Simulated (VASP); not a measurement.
# MoS (F-43m) in VASP: a series of runs, part 2 of 2

VASP 6.6.1. Earlier steps stand in the parts before.

## 3. Single point, PBEsol

The input, INCAR:

```
SYSTEM = MoS
  PREC = Accurate
  ENCUT = 520
  EDIFF = 1E-6
  ISMEAR = 0
  SIGMA = 0.1
  LREAL = .FALSE.
  LASPH = .TRUE.
  NELM = 60
  ALGO = Normal
  ISIF = 2
  LWAVE = .FALSE.
  LCHARG = .FALSE.
  GGA = PS
  NBANDS = 17
```

The input, KPOINTS:

```
Automatic mesh
0
G
  14 14 14
  0 0 0
```

The input, POSCAR:

```
MoS
1.0
    0.0000000000      2.6374084446      2.6374084446
    2.6374084446      0.0000000000      2.6374084446
    2.6374084446      2.6374084446      0.0000000000
Mo S
1 1
Direct
    0.0000000000      0.0000000000      0.0000000000
    0.2500000000      0.2500000000      0.2500000000
```

Potentials or basis: VASP PAW PBE potentials, release 64 (Mo_sv, S).

On the command line:

```bash
cat potpaw_PBE.64/Mo_sv/POTCAR potpaw_PBE.64/S/POTCAR > POTCAR
mpirun -np 1 vasp_std > vasp.out
```

OUTCAR:

```text
SYSTEM = MoS
   PREC = Accurate
   ENCUT = 520
   EDIFF = 1E-6
   ISMEAR = 0
   LREAL = .FALSE.
   LASPH = .TRUE.
   NELM = 60
   ISIF = 2
   GGA = PS

 ion  position               nearest neighbor table
   1  0.000  0.000  0.000-   2 2.28   2 2.28   2 2.28   2 2.28
   2  0.250  0.250  0.250-   1 2.28   1 2.28   1 2.28   1 2.28

  LATTYP: Found a face centered cubic cell.
 ALAT       =     5.2748168892

  Lattice vectors:

 A1 = (   0.0000000000,   2.6374084446,   2.6374084446)
 A2 = (   2.6374084446,   0.0000000000,   2.6374084446)
 A3 = (   2.6374084446,   2.6374084446,   0.0000000000)

Analysis of symmetry for initial positions (statically):
=====================================================================
 Subroutine PRICEL returns:
 Original cell was already a primitive cell.

 Routine SETGRP: Setting up the symmetry group for a
 face centered cubic supercell.

 Subroutine GETGRP returns: Found 24 space group operations
 (whereof 24 operations were pure point group operations)
 out of a pool of 48 trial point group operations.

The static configuration has the point symmetry T_d .

Analysis of symmetry for dynamics (positions and initial velocities):
=====================================================================
 Subroutine PRICEL returns:
 Original cell was already a primitive cell.

 Routine SETGRP: Setting up the symmetry group for a
 face centered cubic supercell.

 Subroutine GETGRP returns: Found 24 space group operations
 (whereof 24 operations were pure point group operations)
 out of a pool of 48 trial point group operations.

The dynamic configuration has the point symmetry T_d .

 Subroutine INISYM returns: Found 24 space group operations
 (whereof 24 operations are pure point group operations),
 and found     1 'primitive' translations

----------------------------------------------------------------------------------------

                                     Primitive cell

  volume of cell :      36.6912

  direct lattice vectors                    reciprocal lattice vectors
     0.000000000  2.637408445  2.637408445    -0.189580041  0.189580041  0.189580041
     2.637408445  0.000000000  2.637408445     0.189580041 -0.189580041  0.189580041
     2.637408445  2.637408445  0.000000000     0.189580041  0.189580041 -0.189580041

  length of vectors
     3.729858792  3.729858792  3.729858792     0.328362262  0.328362262  0.328362262

  position of ions in fractional coordinates (direct lattice)
     0.000000000  0.000000000  0.000000000
     0.250000000  0.250000000  0.250000000

  ion indices of the primitive-cell ions
   primitive index   ion index
                 1           1
                 2           2

----------------------------------------------------------------------------------------

 KPOINTS: Automatic mesh

Automatic generation of k-mesh.
 Grid dimensions read from file:
 generate k-points for:   14   14   14

 Generating k-lattice:

  Cartesian coordinates                     Fractional coordinates (reciprocal lattice)
    -0.013541431  0.013541431  0.013541431     0.071428571  0.000000000  0.000000000
     0.013541431 -0.013541431  0.013541431     0.000000000  0.071428571  0.000000000
     0.013541431  0.013541431 -0.013541431     0.000000000  0.000000000  0.071428571

  Length of vectors
     0.023454447  0.023454447  0.023454447

  Shift w.r.t. Gamma in fractional coordinates (k-lattice)
     0.000000000  0.000000000  0.000000000

 Subroutine IBZKPT returns following result:
 ===========================================

 Found    104 irreducible k-points:

 Following reciprocal coordinates:
            Coordinates               Weight
  0.000000  0.000000  0.000000      1.000000
  0.071429  0.000000  0.000000      8.000000
  0.142857  0.000000  0.000000      8.000000
  0.214286  0.000000  0.000000      8.000000
  0.285714  0.000000  0.000000      8.000000
  0.357143  0.000000  0.000000      8.000000
[... 16 lines left out ...]
  0.214286  0.142857  0.000000     24.000000
  0.285714  0.142857  0.000000     24.000000
 [... further k-points ...]
   k-points           NKPTS =    104   k-points in BZ     NKDIM =    104   number of bands    NBANDS=     17
   number of dos      NEDOS =    301   number of ions     NIONS =      2
   total plane-waves  NPLWV =  21952
   dimension x,y,z NGX =    28 NGY =   28 NGZ =   28
   dimension x,y,z NGXF=    56 NGYF=   56 NGZF=   56
   ions per type =               1   1
   NGX,Y,Z   is equivalent  to a cutoff of  12.48, 12.48, 12.48 a.u.
   NGXF,Y,Z  is equivalent  to a cutoff of  24.96, 24.96, 24.96 a.u.
 SYSTEM =  MoS
   PREC   = accura    normal or accurate (medium, high low for compatibility)
   ISTART =      0    job   : 0-new  1-cont  2-samecut
   ICHARG =      2    charge: 1-file 2-atom 10-const
   ISPIN  =      1    spin polarized calculation?
   LNONCOLLINEAR =      F non collinear calculations
   LSORBIT =      F    spin-orbit coupling
   LASPH  =      T    aspherical Exc in radial PAW
   ENCUT  =  520.0 eV  38.22 Ry    6.18 a.u.   6.94  6.94  6.94*2*pi/ulx,y,z
   NELM   =     60;   NELMIN=  2; NELMDL= -5     # of ELM steps
   EDIFF  = 0.1E-05   stopping-criterion for ELM
   LREAL  =      F    real-space projection
   EDIFFG = 0.1E-04   stopping-criterion for IOM
   NSW    =      0    number of steps for IOM
   IBRION =     -1    ionic relax: 0-MD 1-quasi-New 2-CG
   NFREE  =      0    steps in history (QN), initial steepest desc. (CG)
   ISIF   =      2    stress and relaxation
   ISYM   =      2    0-nonsym 1-usesym 2-fastsym
   POTIM  = 0.5000    time-step for ionic-motion
   TEBEG  =    0.0;   TEEND  =   0.0 temperature during run
   PSTRESS=    0.0 pullay stress
   NELECT =      20.0000    total number of electrons
   NUPDOWN=      -1.0000    fix difference up-down
   EMIN   =  10.00;   EMAX   =-10.00  energy-range for DOS
   EFERMI =   0.00;   METHOD = LEGACY
   ISMEAR =     0;   SIGMA  =   0.10  broadening in eV -4-tet -1-fermi 0-gaus
   EFERMI_NEDOS =   21; number of points for ismear=-14 and -15
   IALGO  =     38    algorithm
   IMIX   =      4    mixing-type and parameters
     AMIX     =   0.40;   BMIX     =  1.00
     AMIX_MAG =   1.60;   BMIX_MAG =  1.00
  volume/ion in A,a.u.               =      18.35       123.80
  Fermi-wavevector in a.u.,A,eV,Ry     =   1.337306  2.527142 24.332485  1.788387
  Thomas-Fermi vector in A             =   2.465865
   LORBIT       =      0    0 simple, 1 ext, 2 COOP (PROOUT), +10 PAW based schemes
   GGA     = PS    functional components
   LHFCALC =     F    Hartree Fock is set to
   AEXX    =    0.0000 exact exchange contribution
   IVDW    =     0    specifies the selected vdW correction
   LEPSILON=     F    determine dielectric tensor
   LRPA    =     F    only Hartree local field effects (RPA)
 non-spin polarized calculation
 Gauss-broadening in eV      SIGMA  =   0.10
  energy-cutoff  :      520.00
  volume of cell :       36.69
 maximum number of plane-waves:      1006
   NGX = 13   NGY = 13   NGZ = 13

 number of electron      20.0000000 magnetization

 Free energy of the ion-electron system (eV)
  ---------------------------------------------------
  ext. energy  EPLUGINS =         0.00000000
  ---------------------------------------------------
  free energy    TOTEN  =       -16.19242564 eV

  energy without entropy =      -16.18299752  energy(sigma->0) =      -16.18771158

 E-fermi :   8.3308     XC(G=0): -11.2186

 val. band max:        8.3127239949   @ k =   0.4286   0.2857   0.0714
 cond. band min:       8.3315959420   @ k =  -0.4286   0.2857   0.0000
 fundamental gap:      0.0188719471
 Fermi energy:         8.3308077077

 k-point     1 :       0.0000    0.0000    0.0000
  band No.  band energies     occupation
      1     -52.4100      2.00000
      2     -26.5970      2.00000
      3     -26.5970      2.00000
      4     -26.5970      2.00000
      5      -6.8189      2.00000
      6       2.5042      2.00000
[... 9 lines left out ...]
     16      16.8470      0.00000
     17      16.8470      0.00000

 k-point     2 :       0.0714    0.0000    0.0000
  band No.  band energies     occupation
      1     -52.4096      2.00000
      2     -26.6034      2.00000
      3     -26.5979      2.00000
      4     -26.5979      2.00000
      5      -6.7761      2.00000
      6       2.4448      2.00000
[... 9 lines left out ...]
     16      16.8472      0.00000
     17      16.8472      0.00000
[... 421 lines left out ...]
 k-point    24 :       0.2857    0.1429    0.0000
  band No.  band energies     occupation
      1     -52.4054      2.00000
      2     -26.6619      2.00000
      3     -26.6139      2.00000
      4     -26.6131      2.00000
      5      -6.2996      2.00000
      6       1.9464      2.00000
[... 9 lines left out ...]
     16      16.8759      0.00000
     17      17.4539      0.00000

 [... further k-points ...]
[... 5 lines left out ...]
  --------------------------------------------------------------------------------------
  -------------------------------------------------------------------------------------
  Total        0.0382946      0.0382946      0.0382946     -0.0000000      0.0000000     -0.0000000
  in kB        1.6721892      1.6721892      1.6721892     -0.0000000      0.0000000     -0.0000000
  external PRESSURE =       1.6721892 kB  Pullay stress =       0.0000000 kB

 VOLUME and BASIS-vectors are now :
 -----------------------------------------------------------------------------
  energy-cutoff  :      520.00
  volume of cell :       36.69
      direct lattice vectors                 reciprocal lattice vectors
     0.000000000  2.637408445  2.637408445    -0.189580041  0.189580041  0.189580041
     2.637408445  0.000000000  2.637408445     0.189580041 -0.189580041  0.189580041
     2.637408445  2.637408445  0.000000000     0.189580041  0.189580041 -0.189580041

 POSITION                                       TOTAL-FORCE (eV/Angst)
 -----------------------------------------------------------------------------------
      0.00000      0.00000      0.00000        -0.000000     -0.000000     -0.000000
      1.31870      1.31870      1.31870         0.000000      0.000000      0.000000
 -----------------------------------------------------------------------------------
    total drift:                               -0.000000     -0.000000     -0.000000

  FREE ENERGIE OF THE ION-ELECTRON SYSTEM (eV)
  ---------------------------------------------------
  free  energy   TOTEN  =       -16.1924256353 eV

  energy  without entropy=      -16.1829975159  energy(sigma->0) =      -16.18771158
```

OSZICAR:

```text
N       E                     dE             d eps       ncg     rms          rms(c)
DAV:   1     0.139606836354E+03    0.13961E+03   -0.10706E+04  3536   0.113E+03
DAV:   2    -0.129698801866E+02   -0.15258E+03   -0.14903E+03  4411   0.310E+02
DAV:   3    -0.168741229408E+02   -0.39042E+01   -0.38715E+01  4122   0.471E+01
DAV:   4    -0.169016980199E+02   -0.27575E-01   -0.27549E-01  4295   0.428E+00
DAV:   5    -0.169019875278E+02   -0.28951E-03   -0.28950E-03  4213   0.433E-01    0.201E+01
DAV:   6    -0.162371592632E+02    0.66483E+00   -0.28064E+00  3611   0.124E+01    0.726E+00
DAV:   7    -0.162038611141E+02    0.33298E-01   -0.19215E-01  3620   0.366E+00    0.495E+00
DAV:   8    -0.161923308139E+02    0.11530E-01   -0.18718E-02  4250   0.109E+00    0.453E-01
DAV:   9    -0.161923758886E+02   -0.45075E-04   -0.47867E-04  3858   0.162E-01    0.273E-01
DAV:  10    -0.161924317782E+02   -0.55890E-04   -0.61158E-05  3669   0.600E-02    0.387E-02
DAV:  11    -0.161924252342E+02    0.65440E-05   -0.11735E-05  3900   0.246E-02    0.121E-02
DAV:  12    -0.161924256353E+02   -0.40113E-06   -0.19718E-06  3457   0.880E-03
   1 F= -.16192426E+02 E0= -.16187712E+02  d E =-.942812E-02
```

stdout:

```text
POSCAR found type information on POSCAR MoS
 POSCAR found :  2 types and       2 ions
 scaLAPACK will be used
 -----------------------------------------------------------------------------
|                                                                             |
|                                                                             |
|     You enforced a specific xc type in the INCAR file but a different       |
|     I HOPE YOU KNOW WHAT YOU ARE DOING!                                     |
|                                                                             |
 -----------------------------------------------------------------------------

 LDA part: xc-table for (Slater+PW92), standard interpolation
 POSCAR, INCAR and KPOINTS ok, starting setup
 FFT: planning ... GRIDC
 FFT: planning ... GRID_SOFT
 FFT: planning ... GRID
 WAVECAR not read
 entering main loop
```

Run time: 21 s. Hardware: 1 thread of Intel Xeon 6975P-C (Granite Rapids), shared host; peak memory 0.19 GiB.

Results:

```
Free energy            : -16.1924 eV
Pressure               : 0.2 GPa
Band gap on the k mesh : zero (band 10 reaches 8.75 eV, above the bottom of band 11 at 8.20 eV)
```

Levels at points of the mesh, in eV from the Fermi level:
```
           k point  band 6  band 7  band 8  band 9  band 10  band 11  band 12  band 13  band 14  band 15
(0.00, 0.00, 0.00)   -5.83   -5.83   -5.83   -0.76    -0.76     1.53     4.62     4.62     4.62     8.52
(0.50, 0.00, 0.00)   -6.20   -5.34   -5.34   -0.25    -0.25    -0.05     2.46     2.46     4.19     8.77
(0.50, 0.50, 0.00)   -6.94   -4.36   -4.36   -1.97     0.14     0.50     0.87     0.87     7.42     8.43
```

Caveat: the PAW data sets were made with another functional, which shifts forces and pressure a little.
